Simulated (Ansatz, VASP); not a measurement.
# Al3P5: VASP beside Ansatz

```xyz
8
Lattice="5.0474 0.0000 0.0000 0.0000 5.0474 0.0000 0.0000 0.0000 5.0474" Properties=species:S:1:pos:R:3 pbc="T T T"
Al    2.5237    0.0000    0.0000
Al    0.0000    2.5237    0.0000
Al    0.0000    0.0000    2.5237
P     0.0000    2.5237    2.5237
P     2.5237    0.0000    2.5237
P     2.5237    2.5237    0.0000
P     2.5237    2.5237    2.5237
P     0.0000    0.0000    0.0000
```

Alike in both runs: functional PBE; k mesh 8 × 8 × 8; occupations gaussian, width 0.1 eV; no spin polarisation.

Ansatz relaxed the structure, and its values are those at the end. VASP's run is a single point on that final structure, the one shown.

|  | VASP | Ansatz |
| --- | --- | --- |
| version | VASP 6.6.1 | Ansatz 0.2.0 |
| potentials or method | VASP PAW PBE potentials, release 64 (Al, P), cutoff 520 eV | scalar-relativistic, plane waves, PAW |
| valence electrons in the cell | 34 | 34 |

VASP gave:

| Quantity | Value |
| --- | --- |
| gap on the k mesh at the Fermi level (eV) | none |
| pressure (GPa) | -0.1 |

What did Ansatz give for the same quantities?

gap on the k mesh at the Fermi level (eV): none; pressure (GPa): 0.0.

A gap of «none» marks a metal or a gap that the smearing closes. The functional is the same, so the differences come from potentials, cutoffs and numerics.
